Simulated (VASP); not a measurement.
## KMgF3: single point with PBE

KMgF3:

```
CELL_PARAMETERS angstrom
4.05388 0.00000 0.00000
0.00000 4.05388 0.00000
0.00000 0.00000 4.05388
ATOMIC_POSITIONS crystal
K 0.50000 0.50000 0.50000
Mg 0.00000 0.00000 0.00000
F 0.00000 0.50000 0.00000
F 0.00000 0.00000 0.50000
F 0.50000 0.00000 0.00000
```

```
Program                : VASP 6.6.1
Task                   : single point
Functional             : PBE
Potentials or basis    : VASP PAW PBE potentials, release 64 (K_sv, Mg, F)
Cutoff                 : 520 eV
k mesh                 : 6 × 6 × 6
Occupations            : gaussian, width 0.02 eV
Spin                   : no spin polarisation
Dipole correction      : no
Further INCAR settings : ALGO = Normal; EDIFF = 1e-07; NBANDS = 24
```

* Pressure: -0.4 GPa
* Band gap on the k mesh: 6.93 eV (least direct gap 7.25 eV)

Levels at points of the mesh, in eV from the valence-band top:
```
           k point  band 14  band 15  band 16  band 17  band 18  band 19
(0.00, 0.00, 0.00)    -0.32    -0.32    -0.32     6.93    10.01    10.01
(0.50, 0.00, 0.00)    -0.80    -0.50    -0.50     9.80     9.94    10.99
(0.50, 0.50, 0.00)    -0.85    -0.85    -0.02    10.61    11.44    12.16
(0.50, 0.50, 0.50)     0.00     0.00     0.00    10.24    10.24    10.24
```

It took 64 s on 1 thread of Intel(R) Xeon(R) Platinum 8259CL CPU @ 2.50GHz (Skylake/Cascade Lake), with other jobs on the host, peak memory 0.18 GiB.

A k mesh can miss the band edges.
